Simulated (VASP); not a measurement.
CdTe: single point with PBEsol

CdTe:

```
Cd Te
1.0
     0.00000    3.33612    3.06923
     3.33612    0.00000    3.06923
     3.33612    3.33612    0.00000
Cd Te
1 1
Cartesian
  0.0000 0.0000 0.0000
  5.0042 5.0042 4.6038
```

This cell differs from its parent crystal: ratio of the length along z to the lengths across it x 0.92, volume and fractional coordinates fixed.

| Item | Value |
| --- | --- |
| Program | VASP 6.6.1 |
| Task | single point |
| Functional | PBEsol |
| Potentials or basis | VASP PAW PBE potentials, release 64 (Cd, Te) |
| Cutoff | 520 eV |
| k mesh | 8 × 8 × 8 |
| Occupations | gaussian, width 0.05 eV |
| Spin | no spin polarisation |
| Dipole correction | no |
| Further INCAR settings | ALGO = Normal; EDIFF = 1e-07; NBANDS = 16 |

The pressure is 0.0 GPa. The band gap on the k mesh is 0.48 eV, direct.

Stress tensor (GPa, compression positive):
```
-0.36  0.00  0.00
 0.00 -0.36  0.00
 0.00  0.00  0.84
```

Levels at points of the mesh, in eV from the valence-band top:
| k point | band 5 | band 6 | band 7 | band 8 | band 9 | band 10 | band 11 | band 12 | band 13 | band 14 |
| --- | --- | --- | --- | --- | --- | --- | --- | --- | --- | --- |
| (0.00, 0.00, 0.00) | -8.13 | -8.12 | -0.23 | -0.23 | 0.00 | 0.48 | 4.43 | 4.45 | 4.45 | 7.16 |
| (0.50, 0.00, 0.00) | -8.11 | -7.79 | -4.58 | -1.11 | -0.73 | 1.53 | 4.75 | 5.31 | 6.83 | 8.28 |
| (0.50, 0.50, 0.00) | -8.09 | -7.56 | -4.19 | -2.24 | -2.24 | 2.04 | 2.17 | 8.89 | 8.89 | 8.91 |
| (0.50, 0.00, 0.50) | -8.10 | -7.70 | -4.59 | -1.94 | -1.82 | 2.46 | 2.68 | 8.29 | 8.46 | 8.97 |

It took 56 s on 1 thread of Intel(R) Xeon(R) 6975P-C (Granite Rapids), on a shared host, peak memory 0.24 GiB.

Caveat: the PAW data sets were made with another functional, which shifts forces and pressure a little; spin-orbit coupling is left out, which moves the levels of the heavy elements.
